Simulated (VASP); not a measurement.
# ZnReH (P4/mmm) in VASP: a series of runs

ZnReH is run at these levels: PBE; tasks: single point, relaxation of cell and atoms.

Everything below comes from runs of VASP 6.6.1. Logs are shortened: lines on timing, memory, paths and dates and some standing lists are left out, and cuts for length are marked.

**1. The cell of the first run**

Symmetry: P4/mmm, No. 123, tetragonal system. Conventional cell: a = 2.786 Å, b = 2.786 Å, c = 4.149 Å, α = 90.00°, β = 90.00°, γ = 90.00°. Within 2.9 Å of Zn (site symmetry 4/mmm) lie 2 H at 2.07 Å and 4 Zn at 2.79 Å and 8 Re at 2.86 Å. Within 2.6 Å of Re (site symmetry 4/mmm) lie 4 H at 1.97 Å. Within 2.6 Å of H (site symmetry 4/mmm) lie 4 Re at 1.97 Å and 2 Zn at 2.07 Å.

The cell was built from a structure type or drawn by symmetry, and may not be a known phase.

**2. Single point, PBE, collinear spin**

INCAR

```
ALGO = Normal
EDIFF = 1E-6
ENCUT = 520
GGA = PE
ISIF = 2
ISMEAR = 0
ISPIN = 2
LASPH = True
LCHARG = True
LELF = True
LMAXMIX = 4
LORBIT = 11
LREAL = False
LVHAR = True
LWAVE = False
MAGMOM = 0 1 0
NBANDS = 21
NELM = 150
PREC = Accurate
SIGMA = 0.1
```

KPOINTS

```
k-points
0
Gamma
  6 6 4
```

POSCAR

```
ZnReH
1.0
    2.7864454475      0.0000000000      0.0000000000
    0.0000000000      2.7864454475      0.0000000000
    0.0000000000      0.0000000000      4.1485335531
Zn Re H
1 1 1
Direct
    0.5000000000      0.5000000000      0.5000000000
    0.0000000000      0.0000000000      0.0000000000
    0.5000000000      0.5000000000      0.0000000000
```

Potentials or basis: VASP PAW PBE potentials, release 64 (Zn, Re, H).

Command:

```console
$ cat potpaw_PBE.64/Zn/POTCAR potpaw_PBE.64/Re/POTCAR potpaw_PBE.64/H/POTCAR > POTCAR
$ mpirun -np 1 vasp_std > vasp.out
```

OUTCAR:

```text
EDIFF = 1E-6
   ENCUT = 520
   GGA = PE
   ISIF = 2
   ISMEAR = 0
   ISPIN = 2
   LASPH = True
   LORBIT = 11
   LREAL = False
   NELM = 150
   PREC = Accurate

 ion  position               nearest neighbor table
   1  0.500  0.500  0.500-   2 2.86   2 2.86   2 2.86   2 2.86   2 2.86   2 2.86   2 2.86   2 2.86

   2  0.000  0.000  0.000-   3 1.97   3 1.97   3 1.97   3 1.97   1 2.86   1 2.86   1 2.86   1 2.86
                             1 2.86   1 2.86   1 2.86   1 2.86
   3  0.500  0.500  0.000-   2 1.97   2 1.97   2 1.97   2 1.97

  LATTYP: Found a simple tetragonal cell.
 ALAT       =     2.7864454475
 C/A-ratio  =     1.4888264031

  Lattice vectors:

 A1 = (   2.7864454475,   0.0000000000,   0.0000000000)
 A2 = (   0.0000000000,   2.7864454475,   0.0000000000)
 A3 = (   0.0000000000,   0.0000000000,   4.1485335531)

Analysis of symmetry for initial positions (statically):
=====================================================================
 Subroutine PRICEL returns:
 Original cell was already a primitive cell.

 Routine SETGRP: Setting up the symmetry group for a
 simple tetragonal supercell.

 Subroutine GETGRP returns: Found 16 space group operations
 (whereof 16 operations were pure point group operations)
 out of a pool of 16 trial point group operations.

The static configuration has the point symmetry D_4h.

Analysis of symmetry for dynamics (positions and initial velocities):
=====================================================================
 Subroutine PRICEL returns:
 Original cell was already a primitive cell.

 Routine SETGRP: Setting up the symmetry group for a
 simple tetragonal supercell.

 Subroutine GETGRP returns: Found 16 space group operations
 (whereof 16 operations were pure point group operations)
 out of a pool of 16 trial point group operations.

The dynamic configuration has the point symmetry D_4h.

Analysis of structural, dynamic, and magnetic symmetry:
=====================================================================
 Subroutine PRICEL returns:
 Original cell was already a primitive cell.

 Routine SETGRP: Setting up the symmetry group for a
 simple tetragonal supercell.

 Subroutine GETGRP returns: Found 16 space group operations
 (whereof 16 operations were pure point group operations)
 out of a pool of 16 trial point group operations.

The overall configuration has the point symmetry D_4h.

 Subroutine INISYM returns: Found 16 space group operations
 (whereof 16 operations are pure point group operations),
 and found     1 'primitive' translations

----------------------------------------------------------------------------------------

                                     Primitive cell

  volume of cell :      32.2104

  direct lattice vectors                    reciprocal lattice vectors
     2.786445447  0.000000000  0.000000000     0.358880164  0.000000000  0.000000000
     0.000000000  2.786445447  0.000000000     0.000000000  0.358880164  0.000000000
     0.000000000  0.000000000  4.148533553     0.000000000  0.000000000  0.241049033

  length of vectors
     2.786445447  2.786445447  4.148533553     0.358880164  0.358880164  0.241049033

  position of ions in fractional coordinates (direct lattice)
     0.500000000  0.500000000  0.500000000
     0.000000000  0.000000000  0.000000000
     0.500000000  0.500000000  0.000000000

  ion indices of the primitive-cell ions
   primitive index   ion index
                 1           1
                 2           2
                 3           3

----------------------------------------------------------------------------------------

 KPOINTS: k-points

Automatic generation of k-mesh.
 Grid dimensions read from file:
 generate k-points for:    6    6    4

 Generating k-lattice:

  Cartesian coordinates                     Fractional coordinates (reciprocal lattice)
     0.059813361  0.000000000  0.000000000     0.166666667  0.000000000  0.000000000
     0.000000000  0.059813361  0.000000000     0.000000000  0.166666667  0.000000000
     0.000000000  0.000000000  0.060262258     0.000000000  0.000000000  0.250000000

  Length of vectors
     0.059813361  0.059813361  0.060262258

  Shift w.r.t. Gamma in fractional coordinates (k-lattice)
     0.000000000  0.000000000  0.000000000

 Subroutine IBZKPT returns following result:
 ===========================================

 Found     30 irreducible k-points:

 Following reciprocal coordinates:
            Coordinates               Weight
  0.000000  0.000000  0.000000      1.000000
  0.166667  0.000000  0.000000      4.000000
  0.333333  0.000000  0.000000      4.000000
  0.500000  0.000000  0.000000      2.000000
  0.166667  0.166667  0.000000      4.000000
  0.333333  0.166667  0.000000      8.000000
[... 16 lines left out ...]
  0.333333  0.000000  0.500000      4.000000
  0.500000  0.000000  0.500000      2.000000
 [... further k-points ...]
   k-points           NKPTS =     30   k-points in BZ     NKDIM =     30   number of bands    NBANDS=     21
   number of dos      NEDOS =    301   number of ions     NIONS =      3
   total plane-waves  NPLWV =  18432
   dimension x,y,z NGX =    24 NGY =   24 NGZ =   32
   dimension x,y,z NGXF=    48 NGYF=   48 NGZF=   64
   ions per type =               1   1   1
   NGX,Y,Z   is equivalent  to a cutoff of  14.32, 14.32, 12.82 a.u.
   NGXF,Y,Z  is equivalent  to a cutoff of  28.64, 28.64, 25.65 a.u.
 SYSTEM =  unknown system
   PREC   = accura    normal or accurate (medium, high low for compatibility)
   ISTART =      0    job   : 0-new  1-cont  2-samecut
   ICHARG =      2    charge: 1-file 2-atom 10-const
   ISPIN  =      2    spin polarized calculation?
   LNONCOLLINEAR =      F non collinear calculations
   LSORBIT =      F    spin-orbit coupling
   LASPH  =      T    aspherical Exc in radial PAW
   ENCUT  =  520.0 eV  38.22 Ry    6.18 a.u.   5.18  5.18  7.71*2*pi/ulx,y,z
   NELM   =    150;   NELMIN=  2; NELMDL= -5     # of ELM steps
   EDIFF  = 0.1E-05   stopping-criterion for ELM
   LREAL  =      F    real-space projection
   EDIFFG = 0.1E-04   stopping-criterion for IOM
   NSW    =      0    number of steps for IOM
   IBRION =     -1    ionic relax: 0-MD 1-quasi-New 2-CG
   NFREE  =      0    steps in history (QN), initial steepest desc. (CG)
   ISIF   =      2    stress and relaxation
   ISYM   =      2    0-nonsym 1-usesym 2-fastsym
   POTIM  = 0.5000    time-step for ionic-motion
   TEBEG  =    0.0;   TEEND  =   0.0 temperature during run
   PSTRESS=    0.0 pullay stress
   NELECT =      20.0000    total number of electrons
   NUPDOWN=      -1.0000    fix difference up-down
   EMIN   =  10.00;   EMAX   =-10.00  energy-range for DOS
   EFERMI =   0.00;   METHOD = LEGACY
   ISMEAR =     0;   SIGMA  =   0.10  broadening in eV -4-tet -1-fermi 0-gaus
   EFERMI_NEDOS =   21; number of points for ismear=-14 and -15
   IALGO  =     38    algorithm
   IMIX   =      4    mixing-type and parameters
     AMIX     =   0.40;   BMIX     =  1.00
     AMIX_MAG =   1.60;   BMIX_MAG =  1.00
  volume/ion in A,a.u.               =      10.74        72.46
  Fermi-wavevector in a.u.,A,eV,Ry     =   1.396646  2.639278 26.539787  1.950619
  Thomas-Fermi vector in A             =   2.519980
   LORBIT       =     11    0 simple, 1 ext, 2 COOP (PROOUT), +10 PAW based schemes
   GGA     = PE    functional components
   LHFCALC =     F    Hartree Fock is set to
   AEXX    =    0.0000 exact exchange contribution
   IVDW    =     0    specifies the selected vdW correction
   LEPSILON=     F    determine dielectric tensor
   LRPA    =     F    only Hartree local field effects (RPA)
 spin polarized calculation
 Gauss-broadening in eV      SIGMA  =   0.10
  energy-cutoff  :      520.00
  volume of cell :       32.21
 maximum number of plane-waves:       880
 NGX is ok and might be reduce to    24
   NGX = 11   NGY = 11   NGZ = 15

 number of electron      20.0000001 magnetization       0.7943424

 Free energy of the ion-electron system (eV)
  ---------------------------------------------------
  ext. energy  EPLUGINS =         0.00000000
  ---------------------------------------------------
  free energy    TOTEN  =       -15.26196971 eV

  energy without entropy =      -15.24797204  energy(sigma->0) =      -15.25497088

 E-fermi :   5.5158     XC(G=0): -12.5974

 val. band max:        5.5023376236   @ k =   0.3333   0.0000   0.2500
 cond. band min:       5.5165643900   @ k =   0.5000   0.1667   0.0000
 fundamental gap:      0.0142267664
 Fermi energy:         5.5157783155

 spin component 1

 k-point     1 :       0.0000    0.0000    0.0000
  band No.  band energies     occupation
      1      -6.6034      1.00000
      2      -2.7147      1.00000
      3      -2.3242      1.00000
      4      -1.6989      1.00000
      5      -1.6989      1.00000
      6      -1.4364      1.00000
[... 13 lines left out ...]
     20      22.8267      0.00000
     21      23.4030      0.00000
[... 529 lines left out ...]
 k-point    24 :       0.5000    0.0000    0.5000
  band No.  band energies     occupation
      1      -2.5413      1.00000
      2      -2.3744      1.00000
      3      -1.9429      1.00000
      4      -1.7234      1.00000
      5      -1.6706      1.00000
      6      -1.0567      1.00000
[... 13 lines left out ...]
     20      24.0471      0.00000
     21      26.4441      0.00000

 [... further k-points ...]

 spin component 2

 k-point     1 :       0.0000    0.0000    0.0000
  band No.  band energies     occupation
      1      -6.4124      1.00000
      2      -2.6754      1.00000
      3      -2.3107      1.00000
      4      -1.6633      1.00000
      5      -1.6633      1.00000
      6      -1.4207      1.00000
[... 13 lines left out ...]
     20      23.0848      0.00000
     21      23.7429      0.00000
[... 529 lines left out ...]
 k-point    24 :       0.5000    0.0000    0.5000
  band No.  band energies     occupation
      1      -2.4643      1.00000
      2      -2.3315      1.00000
      3      -1.9228      1.00000
      4      -1.7067      1.00000
      5      -1.6326      1.00000
      6      -0.9356      1.00000
[... 13 lines left out ...]
     20      24.2046      0.00000
     21      26.7454      0.00000

 [... further k-points ...]
[... 5 lines left out ...]
  --------------------------------------------------------------------------------------
  -------------------------------------------------------------------------------------
  Total        0.0629135      0.0629135      0.6986301      0.0000000      0.0000000      0.0000000
  in kB        3.1293850      3.1293850     34.7505891      0.0000000      0.0000000      0.0000000
  external PRESSURE =      13.6697863 kB  Pullay stress =       0.0000000 kB

 VOLUME and BASIS-vectors are now :
 -----------------------------------------------------------------------------
  energy-cutoff  :      520.00
  volume of cell :       32.21
      direct lattice vectors                 reciprocal lattice vectors
     2.786445447  0.000000000  0.000000000     0.358880164  0.000000000  0.000000000
     0.000000000  2.786445447  0.000000000     0.000000000  0.358880164  0.000000000
     0.000000000  0.000000000  4.148533553     0.000000000  0.000000000  0.241049033

 POSITION                                       TOTAL-FORCE (eV/Angst)
 -----------------------------------------------------------------------------------
      1.39322      1.39322      2.07427         0.000000      0.000000      0.000000
      0.00000      0.00000      0.00000         0.000000      0.000000      0.000000
      1.39322      1.39322      0.00000         0.000000      0.000000      0.000000
 -----------------------------------------------------------------------------------
    total drift:                                0.000000      0.000000     -0.000000

  FREE ENERGIE OF THE ION-ELECTRON SYSTEM (eV)
  ---------------------------------------------------
  free  energy   TOTEN  =       -15.2619697129 eV

  energy  without entropy=      -15.2479720436  energy(sigma->0) =      -15.25497088

 total charge

# of ion       s       p       d       tot
------------------------------------------
    1        0.518   0.519   9.762  10.799
    2        0.535   0.499   4.931   5.964
    3        0.503   0.047   0.000   0.550
--------------------------------------------------
tot          1.556   1.064  14.693  17.313

 magnetization (x)

# of ion       s       p       d       tot
------------------------------------------
    1       -0.007  -0.010   0.022   0.006
    2        0.028   0.044   0.663   0.736
    3       -0.006   0.007   0.000   0.000
--------------------------------------------------
tot          0.015   0.042   0.685   0.742
```

Run time: 49 s. Hardware: 1 thread of Intel Xeon Platinum 8259CL at 2.50GHz (Skylake/Cascade Lake), shared host; peak memory 0.18 GiB.

Results:

```yaml
Free_energy: -15.2620 eV
Pressure: 1.4 GPa
Net_moment: 0.79 μB per cell
Site_moments: Zn +0.01; Re +0.74; H +0.00 μB
Valence_electrons_inside_the_program's_atomic_spheres: Zn 10.80; Re 5.96; H 0.55
```

Stress tensor (GPa, compression positive):
```
0.31 0.00 0.00
0.00 0.31 0.00
0.00 0.00 3.48
```

Caveat: the k points lie up to 0.38 Å⁻¹ apart; spin-orbit coupling is left out, which moves the levels of the heavy elements.

[end of part 1 of 2]
